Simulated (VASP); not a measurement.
Here is a VASP 6.6.1 calculation.

File INCAR:

```
ALGO = Normal ; DIPOL = 0.5 0.5 0.348
EDIFF = 1E-7 ; ENCUT = 520
GGA = CA ; IDIPOL = 3
ISIF = 2 ; ISMEAR = 0
ISPIN = 2 ; LASPH = T
LCHARG = F ; LDIPOL = T
LMAXMIX = 4 ; LORBIT = 11
LREAL = F ; LWAVE = F
MAGMOM = 0 0 0 1 ; NBANDS = 32
NELM = 150 ; PREC = Accurate
SIGMA = 0.1
```

Contents of KPOINTS:

```
k-points
0
Gamma
  9 9 1
```

POSCAR

```
Nb3H
1.0
    2.9270177637      0.0000000000      0.0000000000
    0.0000000000      2.9270177637      0.0000000000
    0.0000000000      0.0000000000     21.1957939222
Nb H
3 1
Direct
    0.5000000000      0.5000000000      0.1887166867
    0.0000000000      0.0000000000      0.2876907936
    0.5000000000      0.5000000000      0.3866707684
    0.5000000000      0.6666666667      0.5286800751
```

Potentials or basis: VASP PAW LDA potentials, release 64 (Nb_sv, H).

Run with:

```console
$ cat potpaw_LDA.64/Nb_sv/POTCAR potpaw_LDA.64/H/POTCAR > POTCAR
$ mpirun -np 1 vasp_std > vasp.out
```

Question: What does it give for the site moments?

Answer: Nb -0.04, -0.01 (each value once); H +0.20 μB.

Question: Predict the net moment.

Answer: 0.36 μB per cell.

Forces in eV/Å, atoms in the order of the input:
```
Nb   0.000 -0.001  0.215
Nb   0.000 -0.033 -0.381
Nb   0.000  0.060  1.173
H    0.000 -0.027 -1.006
```

Caveat: a moment this small can come from the mesh or the smearing.
